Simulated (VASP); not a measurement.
Input of a VASP 6.6.1 run:

The input INCAR:

```
PREC     = Accurate       # precision mode
ENCUT    = 520            # plane-wave cutoff, eV
EDIFF    = 1E-7           # SCF threshold, eV
ISMEAR   = 0              # smearing method
SIGMA    = 0.02           # smearing width, eV
LREAL    = False          # projectors in reciprocal space
LASPH    = True           # aspherical terms in the spheres
NELM     = 80             # most SCF steps
ALGO     = Normal         # electronic algorithm
ISIF     = 2              # what is computed and relaxed
LWAVE    = False          # write WAVECAR
LCHARG   = False          # write CHGCAR
NBANDS   = 49             # bands
```

File KPOINTS:

```
regular mesh
0
Gamma
  12 12 1
```

The input POSCAR:

```
Te2Mo
1.0
    3.4709964535      0.0000000000      0.0000000000
   -1.7354982268      3.0059711052      0.0000000000
    0.0000000000      0.0000000000     30.2065229228
Te Mo
6 3
Direct
    0.0000000000      0.0000000000      0.9405159387
    0.3333333333      0.6666666667      0.7128928623
    0.3333333333      0.6666666667      0.1682535127
    0.3333333333      0.6666666667      0.8317464873
    0.3333333333      0.6666666667      0.2871071377
    0.0000000000      0.0000000000      0.0594840613
    0.0000000000      0.0000000000      0.7722228596
    0.0000000000      0.0000000000      0.2277771404
    0.3333333333      0.6666666667      0.0000000000
```

Potentials or basis: VASP PAW LDA potentials, release 64 (Te, Mo_sv).

Run with:

```bash
$ cat potpaw_LDA.64/Te/POTCAR potpaw_LDA.64/Mo_sv/POTCAR > POTCAR
$ mpirun -np 1 vasp_std > vasp.out
```

Problem. Estimate the largest force.

Solution. 0.058 eV/Å.

Problem. Estimate the band gap on the k mesh.

Solution. 0.82 eV (least direct gap 1.15 eV).

Forces on the atoms (eV/Å):
```
Te   0.000  0.000 -0.058
Te   0.000  0.000 -0.057
Te   0.000  0.000 -0.057
Te   0.000  0.000  0.057
Te   0.000  0.000  0.057
Te   0.000  0.000  0.058
Mo   0.000  0.000  0.001
Mo   0.000  0.000 -0.001
Mo   0.000  0.000  0.000
```

Caveat: spin-orbit coupling is left out, which moves the levels of the heavy elements.
